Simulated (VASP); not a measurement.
# Sc (R-3m) in VASP: single point with PBE

Aim: the single point of Sc with PBE.

Program: VASP 6.6.1. These are calculated values, not measurements. Logs are shortened: lines on timing, memory, paths and dates and some standing lists are left out, and cuts for length are marked.

### Step 1. The cell of the first run

It takes space group R-3m (No. 166, trigonal). Conventional cell: a = 3.259 Å, b = 3.259 Å, c = 8.054 Å, α = 90.00°, β = 90.00°, γ = 120.00°. Sc (site symmetry -3m) has 12 Sc at 3.26 to 3.28 Å within 4.3 Å.

### Step 2. Single point, PBE

INCAR reads:

```
SYSTEM = Sc
ALGO = Normal
EDIFF = 1E-6
ENCUT = 520
GGA = PE
ISIF = 2
ISMEAR = 0
LASPH = .True.
LCHARG = .False.
LREAL = .False.
LWAVE = .False.
NBANDS = 18
NELM = 60
PREC = Accurate
SIGMA = 0.1
```

KPOINTS reads:

```
k-points
0
Gamma
  6 6 6
  0 0 0
```

POSCAR reads:

```
Sc
1.0
    1.6292727284      0.9406610484      5.3693615988
   -1.6292727284      0.9406610484      5.3693615988
    0.0000000000     -1.8813220967      5.3693615988
Sc
2
Direct
    0.2499922308      0.2499922308      0.2499922308
    0.7500077692      0.7500077692      0.7500077692
```

Potentials or basis: VASP PAW PBE potentials, release 64 (Sc_sv).

On the command line:

```
> cat potpaw_PBE.64/Sc_sv/POTCAR > POTCAR
> mpirun -np 1 vasp_std > vasp.out
```

OUTCAR:

```text
SYSTEM = Sc
   EDIFF = 1E-6
   ENCUT = 520
   GGA = PE
   ISIF = 2
   ISMEAR = 0
   LASPH = .True.
   LREAL = .False.
   NELM = 60
   PREC = Accurate

 ion  position               nearest neighbor table
   1  0.250  0.250  0.250-   2 3.28   2 3.28   2 3.28   2 3.28   2 3.28   2 3.28
   2  0.750  0.750  0.750-   1 3.28   1 3.28   1 3.28   1 3.28   1 3.28   1 3.28

  LATTYP: Found a trigonal (rhomboedric) cell.
 ALAT       =     5.6894126947
 COS(alpha) =     0.8359853290

  Lattice vectors:

 A1 = (   1.6292727284,   0.9406610484,   5.3693615988)
 A2 = (  -1.6292727284,   0.9406610484,   5.3693615988)
 A3 = (   0.0000000000,  -1.8813220967,   5.3693615988)

Analysis of symmetry for initial positions (statically):
=====================================================================
 Subroutine PRICEL returns:
 Original cell was already a primitive cell.

 Routine SETGRP: Setting up the symmetry group for a
 trigonal (rhombohedral) supercell.

 Subroutine GETGRP returns: Found 12 space group operations
 (whereof 12 operations were pure point group operations)
 out of a pool of 12 trial point group operations.

The static configuration has the point symmetry D_3d.

Analysis of symmetry for dynamics (positions and initial velocities):
=====================================================================
 Subroutine PRICEL returns:
 Original cell was already a primitive cell.

 Routine SETGRP: Setting up the symmetry group for a
 trigonal (rhombohedral) supercell.

 Subroutine GETGRP returns: Found 12 space group operations
 (whereof 12 operations were pure point group operations)
 out of a pool of 12 trial point group operations.

The dynamic configuration has the point symmetry D_3d.

 Subroutine INISYM returns: Found 12 space group operations
 (whereof 12 operations are pure point group operations),
 and found     1 'primitive' translations

----------------------------------------------------------------------------------------

                                     Primitive cell

  volume of cell :      49.3743

  direct lattice vectors                    reciprocal lattice vectors
     1.629272728  0.940661048  5.369361599     0.306885392  0.177180364  0.062080627
    -1.629272728  0.940661048  5.369361599    -0.306885392  0.177180364  0.062080627
     0.000000000 -1.881322097  5.369361599     0.000000000 -0.354360727  0.062080627

  length of vectors
     5.689412695  5.689412695  5.689412695     0.359757598  0.359757598  0.359757598

  position of ions in fractional coordinates (direct lattice)
     0.249992231  0.249992231  0.249992231
     0.750007769  0.750007769  0.750007769

  ion indices of the primitive-cell ions
   primitive index   ion index
                 1           1
                 2           2

----------------------------------------------------------------------------------------

 KPOINTS: k-points

Automatic generation of k-mesh.
 Grid dimensions read from file:
 generate k-points for:    6    6    6

 Generating k-lattice:

  Cartesian coordinates                     Fractional coordinates (reciprocal lattice)
     0.051147565  0.029530061  0.010346771     0.166666667  0.000000000  0.000000000
    -0.051147565  0.029530061  0.010346771     0.000000000  0.166666667  0.000000000
     0.000000000 -0.059060121  0.010346771    -0.000000000 -0.000000000  0.166666667

  Length of vectors
     0.059959600  0.059959600  0.059959600

  Shift w.r.t. Gamma in fractional coordinates (k-lattice)
     0.000000000  0.000000000  0.000000000

 Subroutine IBZKPT returns following result:
 ===========================================

 Found     32 irreducible k-points:

 Following reciprocal coordinates:
            Coordinates               Weight
  0.000000  0.000000  0.000000      1.000000
  0.166667  0.000000 -0.000000      6.000000
  0.333333  0.000000  0.000000      6.000000
  0.500000  0.000000  0.000000      3.000000
  0.166667  0.166667 -0.000000      6.000000
  0.333333  0.166667  0.000000     12.000000
[... 16 lines left out ...]
  0.500000  0.500000  0.166667      6.000000
 -0.333333  0.500000  0.166667     12.000000
 [... further k-points ...]
   k-points           NKPTS =     32   k-points in BZ     NKDIM =     32   number of bands    NBANDS=     18
   number of dos      NEDOS =    301   number of ions     NIONS =      2
   total plane-waves  NPLWV =  74088
   dimension x,y,z NGX =    42 NGY =   42 NGZ =   42
   dimension x,y,z NGXF=    84 NGYF=   84 NGZF=   84
   ions per type =               2
   NGX,Y,Z   is equivalent  to a cutoff of  12.27, 12.27, 12.27 a.u.
   NGXF,Y,Z  is equivalent  to a cutoff of  24.54, 24.54, 24.54 a.u.
 SYSTEM =  Sc
   PREC   = accura    normal or accurate (medium, high low for compatibility)
   ISTART =      0    job   : 0-new  1-cont  2-samecut
   ICHARG =      2    charge: 1-file 2-atom 10-const
   ISPIN  =      1    spin polarized calculation?
   LNONCOLLINEAR =      F non collinear calculations
   LSORBIT =      F    spin-orbit coupling
   LASPH  =      T    aspherical Exc in radial PAW
   ENCUT  =  520.0 eV  38.22 Ry    6.18 a.u.  10.58 10.58 10.58*2*pi/ulx,y,z
   NELM   =     60;   NELMIN=  2; NELMDL= -5     # of ELM steps
   EDIFF  = 0.1E-05   stopping-criterion for ELM
   LREAL  =      F    real-space projection
   EDIFFG = 0.1E-04   stopping-criterion for IOM
   NSW    =      0    number of steps for IOM
   IBRION =     -1    ionic relax: 0-MD 1-quasi-New 2-CG
   NFREE  =      0    steps in history (QN), initial steepest desc. (CG)
   ISIF   =      2    stress and relaxation
   ISYM   =      2    0-nonsym 1-usesym 2-fastsym
   POTIM  = 0.5000    time-step for ionic-motion
   TEBEG  =    0.0;   TEEND  =   0.0 temperature during run
   PSTRESS=    0.0 pullay stress
   NELECT =      22.0000    total number of electrons
   NUPDOWN=      -1.0000    fix difference up-down
   EMIN   =  10.00;   EMAX   =-10.00  energy-range for DOS
   EFERMI =   0.00;   METHOD = LEGACY
   ISMEAR =     0;   SIGMA  =   0.10  broadening in eV -4-tet -1-fermi 0-gaus
   EFERMI_NEDOS =   21; number of points for ismear=-14 and -15
   IALGO  =     38    algorithm
   IMIX   =      4    mixing-type and parameters
     AMIX     =   0.40;   BMIX     =  1.00
     AMIX_MAG =   1.60;   BMIX_MAG =  1.00
  volume/ion in A,a.u.               =      24.69       166.60
  Fermi-wavevector in a.u.,A,eV,Ry     =   1.250399  2.362912 21.272692  1.563499
  Thomas-Fermi vector in A             =   2.384395
   LORBIT       =      0    0 simple, 1 ext, 2 COOP (PROOUT), +10 PAW based schemes
   GGA     = PE    functional components
   LHFCALC =     F    Hartree Fock is set to
   AEXX    =    0.0000 exact exchange contribution
   IVDW    =     0    specifies the selected vdW correction
   LEPSILON=     F    determine dielectric tensor
   LRPA    =     F    only Hartree local field effects (RPA)
 non-spin polarized calculation
 Gauss-broadening in eV      SIGMA  =   0.10
  energy-cutoff  :      520.00
  volume of cell :       49.37
 maximum number of plane-waves:      1354
   NGX = 21   NGY = 21   NGZ = 21

 number of electron      22.0000000 magnetization

 Free energy of the ion-electron system (eV)
  ---------------------------------------------------
  ext. energy  EPLUGINS =         0.00000000
  ---------------------------------------------------
  free energy    TOTEN  =       -12.42051936 eV

  energy without entropy =      -12.40381080  energy(sigma->0) =      -12.41216508

 E-fermi :   3.7276     XC(G=0):  -9.8700

 val. band max:        3.6558308662   @ k =   0.3333   0.1667   0.0000
 cond. band min:       3.7694102182   @ k =   0.5000   0.1667   0.0000
 fundamental gap:      0.1135793520
 Fermi energy:         3.7275856703

 k-point     1 :       0.0000    0.0000    0.0000
  band No.  band energies     occupation
      1     -45.7190      2.00000
      2     -45.6625      2.00000
      3     -24.5180      2.00000
      4     -24.1857      2.00000
      5     -24.1857      2.00000
      6     -24.1367      2.00000
[... 10 lines left out ...]
     17       6.6762      0.00000
     18       6.6762      0.00000

 k-point     2 :       0.1667    0.0000   -0.0000
  band No.  band energies     occupation
      1     -45.7052      2.00000
      2     -45.6563      2.00000
      3     -24.4812      2.00000
      4     -24.2588      2.00000
      5     -24.2195      2.00000
      6     -24.2005      2.00000
[... 10 lines left out ...]
     17       6.3093      0.00000
     18       6.7641      0.00000

 k-point     3 :       0.3333    0.0000    0.0000
  band No.  band energies     occupation
      1     -45.6746      2.00000
      2     -45.6465      2.00000
      3     -24.4019      2.00000
      4     -24.3888      2.00000
      5     -24.3824      2.00000
      6     -24.2275      2.00000
[... 10 lines left out ...]
     17       6.6497      0.00000
     18       7.2271      0.00000

 k-point     4 :       0.5000    0.0000    0.0000
  band No.  band energies     occupation
      1     -45.6504      2.00000
      2     -45.6504      2.00000
      3     -24.4672      2.00000
      4     -24.4671      2.00000
      5     -24.2828      2.00000
      6     -24.2827      2.00000
[... 10 lines left out ...]
     17       7.6494      0.00000
     18       7.6500      0.00000

 k-point     5 :       0.1667    0.1667   -0.0000
  band No.  band energies     occupation
      1     -45.7043      2.00000
      2     -45.6572      2.00000
      3     -24.4778      2.00000
      4     -24.2465      2.00000
      5     -24.2375      2.00000
      6     -24.2081      2.00000
[... 10 lines left out ...]
     17       6.5734      0.00000
     18       6.5760      0.00000

 k-point     6 :       0.3333    0.1667    0.0000
  band No.  band energies     occupation
      1     -45.6819      2.00000
      2     -45.6493      2.00000
      3     -24.4286      2.00000
      4     -24.3482      2.00000
      5     -24.3295      2.00000
      6     -24.2370      2.00000
[... 10 lines left out ...]
     17       6.3158      0.00000
     18       7.2423      0.00000

 k-point     7 :       0.5000    0.1667    0.0000
  band No.  band energies     occupation
      1     -45.6551      2.00000
      2     -45.6457      2.00000
      3     -24.4432      2.00000
      4     -24.4325      2.00000
      5     -24.3349      2.00000
      6     -24.2924      2.00000
[... 10 lines left out ...]
     17       6.8874      0.00000
     18       7.4441      0.00000

 k-point     8 :      -0.3333    0.1667    0.0000
  band No.  band energies     occupation
      1     -45.6585      2.00000
      2     -45.6423      2.00000
      3     -24.4366      2.00000
      4     -24.4264      2.00000
      5     -24.3555      2.00000
      6     -24.2842      2.00000
[... 10 lines left out ...]
     17       6.7761      0.00000
     18       7.6511      0.00000
[... 229 lines left out ...]
     17       6.3240      0.00000
     18       6.8451      0.00000

 k-point    20 :       0.5000    0.3333    0.1667
  band No.  band energies     occupation
      1     -45.6750      2.00000
      2     -45.6562      2.00000
      3     -24.4220      2.00000
      4     -24.3764      2.00000
      5     -24.2932      2.00000
      6     -24.2228      2.00000
[... 10 lines left out ...]
     17       6.6807      0.00000
     18       6.8995      0.00000

 k-point    21 :      -0.3333    0.3333    0.1667
  band No.  band energies     occupation
      1     -45.6505      2.00000
      2     -45.6504      2.00000
      3     -24.4737      2.00000
      4     -24.4491      2.00000
      5     -24.2899      2.00000
      6     -24.2880      2.00000
[... 10 lines left out ...]
     17       7.3474      0.00000
     18       7.4657      0.00000

 k-point    22 :      -0.1667    0.3333    0.1667
  band No.  band energies     occupation
      1     -45.6597      2.00000
      2     -45.6411      2.00000
      3     -24.4611      2.00000
      4     -24.4470      2.00000
      5     -24.3326      2.00000
      6     -24.2790      2.00000
[... 10 lines left out ...]
     17       6.9200      0.00000
     18       7.8101      0.00000

 k-point    23 :       0.5000    0.5000    0.1667
  band No.  band energies     occupation
      1     -45.6686      2.00000
      2     -45.6525      2.00000
      3     -24.4551      2.00000
      4     -24.4482      2.00000
      5     -24.2650      2.00000
      6     -24.2514      2.00000
[... 10 lines left out ...]
     17       6.9884      0.00000
     18       7.3869      0.00000

 k-point    24 :      -0.3333    0.5000    0.1667
  band No.  band energies     occupation
      1     -45.6550      2.00000
      2     -45.6458      2.00000
      3     -24.4891      2.00000
      4     -24.4637      2.00000
      5     -24.3015      2.00000
      6     -24.2537      2.00000
[... 10 lines left out ...]
     17       7.5922      0.00000
     18       7.6732      0.00000

 [... further k-points ...]
[... 5 lines left out ...]
  --------------------------------------------------------------------------------------
  -------------------------------------------------------------------------------------
  Total        0.0173180      0.0173180     -0.0386775      0.0000000     -0.0000000      0.0000000
  in kB        0.5619617      0.5619617     -1.2550715      0.0000000     -0.0000000      0.0000000
  external PRESSURE =      -0.0437160 kB  Pullay stress =       0.0000000 kB

 VOLUME and BASIS-vectors are now :
 -----------------------------------------------------------------------------
  energy-cutoff  :      520.00
  volume of cell :       49.37
      direct lattice vectors                 reciprocal lattice vectors
     1.629272728  0.940661048  5.369361599     0.306885392  0.177180364  0.062080627
    -1.629272728  0.940661048  5.369361599    -0.306885392  0.177180364  0.062080627
     0.000000000 -1.881322097  5.369361599     0.000000000 -0.354360727  0.062080627

 POSITION                                       TOTAL-FORCE (eV/Angst)
 -----------------------------------------------------------------------------------
      0.00000      0.00000      4.02690         0.000000      0.000000      0.000810
      0.00000      0.00000     12.08119         0.000000     -0.000000     -0.000810
 -----------------------------------------------------------------------------------
    total drift:                                0.000000      0.000000     -0.000000

  FREE ENERGIE OF THE ION-ELECTRON SYSTEM (eV)
  ---------------------------------------------------
  free  energy   TOTEN  =       -12.4205193626 eV

  energy  without entropy=      -12.4038108028  energy(sigma->0) =      -12.41216508
```

Run time: 53 s. Hardware: 1 thread of Intel Xeon Platinum 8259CL at 2.50GHz (Skylake/Cascade Lake), shared host; peak memory 0.25 GiB.

Results:

| Property | Result |
| --- | --- |
| Free energy | -12.4205 eV |
| Pressure | 0.0 GPa |
| Band gap on the k mesh | zero (band 11 reaches 4.43 eV, above the bottom of band 12 at 3.41 eV) |

Levels at points of the mesh, in eV from the Fermi level:
```tsv
k point	band 8	band 9	band 10	band 11	band 12	band 13	band 14	band 15
(0.00, 0.00, 0.00)	-27.86	-5.18	-1.78	0.17	1.48	1.48	1.53	1.60
(0.50, 0.00, 0.00)	-27.96	-1.22	-1.22	-0.28	-0.28	0.85	0.85	2.46
(0.50, 0.50, 0.00)	-27.91	-1.76	-1.52	-0.62	0.24	1.42	1.51	1.91
(0.50, 0.50, 0.50)	-27.89	-3.75	-3.75	0.71	0.71	1.78	1.78	1.78
```

Caveat: the k points lie up to 0.38 Å⁻¹ apart.
